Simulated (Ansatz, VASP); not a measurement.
**Re: VASP beside Ansatz**

INCAR

```
SYSTEM = Re
PREC = Accurate
ENCUT = 520
EDIFF = 1E-6
ISMEAR = 0
SIGMA = 0.1
LREAL = .FALSE.
LASPH = .TRUE.
NELM = 80
ALGO = Fast
ISIF = 2
LWAVE = .FALSE.
LCHARG = .FALSE.
GGA = PE
NBANDS = 10
```

The input KPOINTS:

```
Automatic mesh
0
G
  18 18 18
  0 0 0
```

File POSCAR:

```
Re
1.0
    0.0000000000      2.0363830000      2.0363830000
    2.0363830000      0.0000000000      2.0363830000
    2.0363830000      2.0363830000      0.0000000000
Re
1
Direct
    0.0000000000      0.0000000000      0.0000000000
```

Input for Ansatz:

```yaml
crystal:
  lattice:
    - [0.0, 2.036383, 2.036383]
    - [2.036383, 0.0, 2.036383]
    - [2.036383, 2.036383, 0.0]
  atoms:
    - { symbol: Re, position: [0.0, 0.0, 0.0] }
basis:
  ecutwfc: 420
kpoints:
  mp_grid: { grid: [18, 18, 18] }
hamiltonian:
  xc: pbe
scf:
  occupations: { method: gaussian, width: 0.1 }
output:
  forces: true
  stress: true
  eigenvalues: true
```

Alike in both runs: task single point; functional PBE; k mesh 18 × 18 × 18; occupations gaussian, width 0.1 eV; no spin polarisation.

|  | VASP | Ansatz |
| --- | --- | --- |
| version | VASP 6.6.1 | Ansatz 0.2.0 |
| potentials or method | VASP PAW PBE potentials, release 64 (Re), cutoff 520 eV | scalar-relativistic, plane waves, PAW |
| valence electrons in the cell | 7 | 15 |

|  | VASP | Ansatz | Ansatz less VASP |
| --- | --- | --- | --- |
| gap on the k mesh at the Fermi level (eV) | none | none | - |
| pressure (GPa) | -33.8 | -32.8 | +0.96 |

A gap of «none» marks a metal or a gap that the smearing closes. Both programs put the cell under strong tension, so it lies far from rest at this level. VASP's potentials hold 7 valence electrons a cell and Ansatz's 15, so a difference there can come from the potentials and not from the codes.

Neither program's run includes spin-orbit coupling. Noted on VASP's run: the cell as given lies far from equilibrium.
